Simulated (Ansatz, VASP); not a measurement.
# One calculation of Al3GaAs4, two programs

```xyz
8
Lattice="5.7263 0.0000 0.0000 0.0000 5.7263 0.0000 0.0000 0.0000 5.7263" Properties=species:S:1:pos:R:3 pbc="T T T"
Al    0.0000    2.8632    2.8632
Al    2.8632    2.8632    0.0000
Al    2.8632    0.0000    2.8632
Ga    0.0000    0.0000    0.0000
As    4.2891    4.2891    1.4373
As    4.2891    1.4373    4.2891
As    1.4373    4.2891    4.2891
As    1.4373    1.4373    1.4373
```

Change from the starting cell: species swapped into the Zn3CdSe4 type (P-43m, No. 215).

Alike in both runs: functional PBE; k mesh 4 × 4 × 4; occupations gaussian, width 0.1 eV; no spin polarisation.

Ansatz relaxed the structure, and its values are those at the end. VASP's run is a single point on that final structure, the one shown.

|  | VASP | Ansatz |
| --- | --- | --- |
| version | VASP 6.6.1 | Ansatz 0.2.0 |
| potentials or method | VASP PAW PBE potentials, release 64 (Al, Ga_d, As), cutoff 520 eV | scalar-relativistic, plane waves, PAW |
| valence electrons in the cell | 42 | 82 |

VASP gave:

* gap on the k mesh at the Fermi level (eV): 1.04
* least direct gap on the mesh (eV): 1.18
* pressure (GPa): 0.4
* rms of the force components (eV/Å): 0.004

Problem. Which values does Ansatz return?

Solution. gap on the k mesh at the Fermi level (eV): 1.04; least direct gap on the mesh (eV): 1.18; pressure (GPa): 0.2; rms of the force components (eV/Å): 0.005.

VASP's potentials hold 42 valence electrons a cell and Ansatz's 82, so a difference there can come from the potentials and not from the codes.
